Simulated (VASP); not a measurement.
# GaSb: single point with r2SCAN

Crystal: GaSb.

```xyz
2
Lattice="0.0000 3.0659 3.0659 3.0659 0.0000 3.0659 3.0659 3.0659 0.0000" Properties=species:S:1:pos:R:3 pbc="T T T"
Ga    0.0000    0.0000    0.0000
Sb    1.5329    1.5329    1.5329
```

| Property | Result |
| --- | --- |
| Program | VASP 6.6.1 |
| Task | single point |
| Functional | r2SCAN |
| Potentials or basis | VASP PAW PBE potentials, release 64 (Ga_d, Sb) |
| Cutoff | 520 eV |
| k mesh | 6 × 6 × 6 |
| Occupations | fermi-dirac, width 0.02 eV |
| Spin | no spin polarisation |

```yaml
Pressure: 0.1 GPa
Band_gap_on_the_k_mesh: 0.40 eV, direct
```

Levels at points of the mesh, in eV from the valence-band top:
```csv
k point,band 6,band 7,band 8,band 9,band 10,band 11,band 12,band 13
"(0.00, 0.00, 0.00)",-11.88,0.00,0.00,0.00,0.40,2.98,2.98,2.98
"(0.50, 0.00, 0.00)",-10.18,-6.55,-1.20,-1.20,0.67,4.01,4.01,6.92
"(0.50, 0.50, 0.00)",-9.30,-7.02,-2.67,-2.67,1.12,1.49,9.22,9.22
```

It took 26 s on 1 thread of Intel(R) Xeon(R) 6975P-C (Granite Rapids) (shared host), peak memory 0.18 GiB.

Caveat: the PAW data sets were made with another functional, which shifts forces and pressure a little; spin-orbit coupling is left out, which moves the levels of the heavy elements. A k mesh can miss the band edges.
